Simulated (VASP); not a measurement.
# BeS (F-43m) in VASP: a series of runs, part 2 of 2

VASP 6.6.1. The steps go on from the part before.

### 4 Relaxation of cell and atoms, PBE, target pressure 0.6 GPa, at which the enthalpy is minimised

Contents of INCAR:

```
ALGO     = Normal         # electronic algorithm
EDIFF    = 1E-7           # SCF threshold, eV
EDIFFG   = -0.002         # ionic threshold
ENCUT    = 600            # plane-wave cutoff, eV
GGA      = PE             # functional
GGA_COMPAT= False        
IBRION   = 2              # ionic algorithm
ISIF     = 3              # what is computed and relaxed
ISMEAR   = 0              # smearing method
LASPH    = True           # aspherical terms in the spheres
LCHARG   = False          # write CHGCAR
LREAL    = False          # projectors in reciprocal space
LWAVE    = False          # write WAVECAR
NELM     = 120            # most SCF steps
NELMIN   = 4            
NSW      = 80             # ionic steps
PREC     = Accurate       # precision mode
PSTRESS  = 6.0          
SIGMA    = 0.01           # smearing width, eV
```

Contents of KPOINTS:

```
k-points
0
Gamma
  8 8 8
```

Contents of POSCAR:

```
BeS
1.0
    0.0000000000      2.4328307700      2.4328307700
    2.4328307700      0.0000000000      2.4328307700
    2.4328307700      2.4328307700      0.0000000000
Be S
1 1
Direct
    0.0000000000      0.0000000000      0.0000000000
    0.2500000000      0.2500000000      0.2500000000
```

Potentials or basis: VASP PAW PBE potentials, release 64 (Be, S).

On the command line:

```console
> cat potpaw_PBE.64/Be/POTCAR potpaw_PBE.64/S/POTCAR > POTCAR
> mpirun -np 1 vasp_std > vasp.out
```

OUTCAR:

```text
EDIFF = 1E-7
   EDIFFG = -0.002
   ENCUT = 600
   GGA = PE
   IBRION = 2
   ISIF = 3
   ISMEAR = 0
   LASPH = True
   LREAL = False
   NELM = 120
   NELMIN = 4
   NSW = 80
   PREC = Accurate
   PSTRESS = 6.0

 ion  position               nearest neighbor table
   1  0.000  0.000  0.000-   2 2.11   2 2.11   2 2.11   2 2.11
   2  0.250  0.250  0.250-   1 2.11   1 2.11   1 2.11   1 2.11

  LATTYP: Found a face centered cubic cell.
 ALAT       =     4.8656615400

  Lattice vectors:

 A1 = (   0.0000000000,   2.4328307700,   2.4328307700)
 A2 = (   2.4328307700,   0.0000000000,   2.4328307700)
 A3 = (   2.4328307700,   2.4328307700,   0.0000000000)

Analysis of symmetry for initial positions (statically):
=====================================================================
 Subroutine PRICEL returns:
 Original cell was already a primitive cell.

 Routine SETGRP: Setting up the symmetry group for a
 face centered cubic supercell.

 Subroutine GETGRP returns: Found 24 space group operations
 (whereof 24 operations were pure point group operations)
 out of a pool of 48 trial point group operations.

The static configuration has the point symmetry T_d .

Analysis of symmetry for dynamics (positions and initial velocities):
=====================================================================
 Subroutine PRICEL returns:
 Original cell was already a primitive cell.

 Routine SETGRP: Setting up the symmetry group for a
 face centered cubic supercell.

 Subroutine GETGRP returns: Found 24 space group operations
 (whereof 24 operations were pure point group operations)
 out of a pool of 48 trial point group operations.

The dynamic configuration has the point symmetry T_d .

 Subroutine INISYM returns: Found 24 space group operations
 (whereof 24 operations are pure point group operations),
 and found     1 'primitive' translations

[... 168 lines left out ...]
 -----------------------------------------------------------------------------------
    total drift:                               -0.000000     -0.000000     -0.000000

  FREE ENERGIE OF THE ION-ELECTRON SYSTEM (eV)
  ---------------------------------------------------
  free  energy   TOTEN  =       -10.0131421171 eV

  energy  without entropy=      -10.0131421171  energy(sigma->0) =      -10.01314212

  enthalpy is  TOTEN    =        -9.9052955405 eV   P V=        0.1078465766

--------------------------------------- Ionic step        2  -------------------------------------------

 number of electron       7.9999999 magnetization

 Free energy of the ion-electron system (eV)
  ---------------------------------------------------
  ext. energy  EPLUGINS =         0.00000000
  ---------------------------------------------------
  free energy    TOTEN  =       -10.01320743 eV

  energy without entropy =      -10.01320743  energy(sigma->0) =      -10.01320743

 E-fermi :   4.1137     XC(G=0):  -9.6882

 val. band max:        4.0690487653   @ k =   0.0000   0.0000   0.0000
 cond. band min:       7.2028196327   @ k =   0.5000   0.5000   0.0000
 fundamental gap:      3.1337708673
 Fermi energy:         4.1136950539

 k-point     1 :       0.0000    0.0000    0.0000
  band No.  band energies     occupation
      1      -9.5548      2.00000
      2       4.0690      2.00000
      3       4.0690      2.00000
      4       4.0690      2.00000
      5       9.7427      0.00000
      6       9.7427      0.00000
      7       9.7427      0.00000
      8       9.8686      0.00000
[... 243 lines left out ...]
 k-point    24 :      -0.3750    0.2500    0.1250
  band No.  band energies     occupation
      1      -7.7019      2.00000
      2      -1.1238      2.00000
      3       1.3260      2.00000
      4       2.2578      2.00000
      5      10.1734      0.00000
      6      10.6343      0.00000
      7      13.1593      0.00000
      8      14.5410      0.00000

 [... further k-points ...]
[... 5 lines left out ...]
  --------------------------------------------------------------------------------------
  -------------------------------------------------------------------------------------
  Total        0.1061693      0.1061693      0.1061693     -0.0000000     -0.0000000     -0.0000000
  in kB        5.9031930      5.9031930      5.9031930     -0.0000000     -0.0000000     -0.0000000
  external PRESSURE =      -0.0968070 kB  Pullay stress =       6.0000000 kB

 VOLUME and BASIS-vectors are now :
 -----------------------------------------------------------------------------
  energy-cutoff  :      600.00
  volume of cell :       28.82
      direct lattice vectors                 reciprocal lattice vectors
    -0.000000000  2.433310684  2.433310684    -0.205481365  0.205481365  0.205481365
     2.433310684  0.000000000  2.433310684     0.205481365 -0.205481365  0.205481365
     2.433310684  2.433310684 -0.000000000     0.205481365  0.205481365 -0.205481365

 POSITION                                       TOTAL-FORCE (eV/Angst)
 -----------------------------------------------------------------------------------
      0.00000      0.00000      0.00000         0.000000      0.000000      0.000000
      1.21666      1.21666      1.21666        -0.000000     -0.000000     -0.000000
 -----------------------------------------------------------------------------------
    total drift:                               -0.000000     -0.000000     -0.000000

  FREE ENERGIE OF THE ION-ELECTRON SYSTEM (eV)
  ---------------------------------------------------
  free  energy   TOTEN  =       -10.0132074308 eV

  energy  without entropy=      -10.0132074308  energy(sigma->0) =      -10.01320743

  enthalpy is  TOTEN    =        -9.9052970183 eV   P V=        0.1079104125

 reached required accuracy - stopping structural energy minimisation
```

OSZICAR:

```text
N       E                     dE             d eps       ncg     rms          rms(c)
DAV:   1     0.251257851905E+02    0.25126E+02   -0.43141E+03   464   0.962E+02
DAV:   2    -0.927325502978E+01   -0.34399E+02   -0.32809E+02   704   0.133E+02
DAV:   3    -0.101795459186E+02   -0.90629E+00   -0.90629E+00   568   0.277E+01
[... 14 lines left out ...]
DAV:   2    -0.100132092130E+02    0.79563E-05   -0.23266E-05   576   0.283E-02    0.880E-03
DAV:   3    -0.100132080187E+02    0.11943E-05   -0.49652E-06   592   0.129E-02    0.523E-03
DAV:   4    -0.100132078387E+02    0.17993E-06   -0.49279E-08   328   0.198E-03    0.407E-03
DAV:   5    -0.100132074027E+02    0.43605E-06   -0.66291E-08   240   0.192E-03    0.577E-04
DAV:   6    -0.100132074308E+02   -0.28102E-07   -0.47626E-09   232   0.812E-04
   2 F= -.99052970E+01 E0= -.99052970E+01  d E =-.147780E-05
```

Wall time 6.4 s (1 thread of Intel Xeon 6975P-C (Granite Rapids), shared host); peak memory 0.14 GiB.

Results:

```
Free energy                                                : -10.0132 eV
Relaxed volume                                             : 14.41 Å³/atom
Relaxed cell                                               : a = 3.441 Å, b = 3.441 Å, c = 3.441 Å, α = 60.00°, β = 60.00°, γ = 60.00°
Space group after relaxing (to 0.1 Å)                      : F-43m (No. 216)
Energy change on relaxing (the run minimises the enthalpy) : -0.0 meV/atom
Ionic steps                                                : 2
Pressure after relaxing                                    : 0.6 GPa
Band gap on the k mesh                                     : 3.13 eV (least direct gap 5.67 eV)
```

Final structure:
```
Be S
1.0
     0.00000    2.43331    2.43331
     2.43331    0.00000    2.43331
     2.43331    2.43331    0.00000
Be S
1 1
Direct
  0.00000 0.00000 0.00000
  0.25000 0.25000 0.25000
```

Levels at points of the mesh, in eV from the valence-band top:
```
           k point  band 2  band 3  band 4  band 5  band 6  band 7
(0.00, 0.00, 0.00)    0.00    0.00    0.00    5.67    5.67    5.67
(0.50, 0.00, 0.00)   -5.72   -1.02   -1.02    5.44    6.56    6.56
(0.50, 0.50, 0.00)   -4.97   -2.61   -2.61    3.13    4.93   12.70
```

Caveat: the cell is relaxed towards a set pressure, so the run minimises the enthalpy, not the energy. A k mesh can miss the band edges.

### 5 Summary

```csv
task,cell,smearing,gap on the mesh (eV),pressure (GPa)
single point,"a = 3.441 Å, angles 60.0°, 2 atoms",gaussian 0.02 eV,3.13,0.7
relaxation of cell and atoms,"relaxed to 0.6 GPa from a = 3.429 Å, angles 60.0°, 2 atoms",gaussian 0.1 eV,3.14,0.4
relaxation of cell and atoms,"relaxed to 0.6 GPa from a = 3.441 Å, angles 60.0°, 2 atoms",gaussian 0.01 eV,3.13,0.6
```

Alike in all rows: level PBE; potentials or basis VASP PAW PBE potentials, release 64 (Be, S); no spin polarisation; k mesh 8 × 8 × 8; cutoff (eV) 600.

Caveats: the cell is relaxed towards a set pressure, so the run minimises the enthalpy, not the energy (at least some runs).

Total energies depend on the potentials used, so only differences within one code and one set of settings carry meaning.
